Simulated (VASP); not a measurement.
Set up this calculation in VASP 6.6.1, as the native input.

```yaml
Task: single point
Functional: PBEsol
Potentials_or_basis: VASP PAW PBE potentials, release 64 (Si)
Cutoff: 520 eV
k_mesh: 2 × 2 × 2
Occupations: fermi-dirac, width 0.02 eV
Spin: no spin polarisation
Dipole_correction: no
Further_INCAR_settings: LREAL = Auto; ALGO = Normal; EDIFF = 1e-06; NBANDS = 48
```

The structure of Si (a cell with a defect) lies in POSCAR:

```
Si
1.0
    0.0000000000      5.4300000000      5.4300000000
    5.4300000000      0.0000000000      5.4300000000
    5.4300000000      5.4300000000      0.0000000000
Si
17
Direct
   -0.0005248619     -0.0001473297     -0.0104605893
    0.1378744015      0.1382412523      0.0860436464
    0.0130679558      0.0134523020      0.4604454880
    0.1187861878      0.1191721915      0.6176565378
   -0.0005103131      0.5115309392     -0.0104732965
    0.1133620626      0.6281729282      0.1306826888
   -0.0228267035      0.5072276243      0.5087384899
    0.1187943831      0.6447958564      0.6176511050
    0.5111658379     -0.0001430018     -0.0104651013
    0.6277960405      0.1137374770      0.1307006446
    0.5068375691     -0.0224099448      0.5087541436
    0.6444167587      0.1191755064      0.6176539595
    0.4848071823      0.4851856354      0.0452331492
    0.6278186924      0.6281790976      0.1306719153
    0.5068972376      0.5072447514      0.5087290976
    0.6092249540      0.6096430018      0.6719520258
    0.3511800184      0.3516273481      0.4460678637
```

One way to write it, as run:

INCAR

```
SYSTEM = Si
ALGO     = Normal         ! electronic algorithm
EDIFF    = 1E-6           ! SCF threshold, eV
ENCUT    = 520            ! plane-wave cutoff, eV
GGA      = PS             ! functional
ISIF     = 2              ! what is computed and relaxed
ISMEAR   = -1             ! smearing method
LASPH    = .TRUE.         ! aspherical terms in the spheres
LCHARG   = .FALSE.        ! write CHGCAR
LREAL    = Auto         
LWAVE    = .FALSE.        ! write WAVECAR
NBANDS   = 48             ! bands
NELM     = 60             ! most SCF steps
PREC     = Accurate       ! precision mode
SIGMA    = 0.02           ! smearing width, eV
```

KPOINTS

```
k-points
0
G
  2 2 2
  0 0 0
```

Potentials or basis: VASP PAW PBE potentials, release 64 (Si).

Run with:

```console
$ cat potpaw_PBE.64/Si/POTCAR > POTCAR
$ mpirun -np 1 vasp_std > vasp.out
```

Results of the run:

| Property | Result |
| --- | --- |
| Pressure | 3.0 GPa |
| Largest force | 0.467 eV/Å |
| Band gap on the k mesh | zero (bands 34 and 35 overlap by 0.12 eV) |

Caveat: the k points lie up to 0.50 Å⁻¹ apart; the PAW data sets were made with another functional, which shifts forces and pressure a little.

Wall time 3.9 min on 1 thread of Intel Xeon 8259CL, on a shared host, peak memory 0.47 GiB.
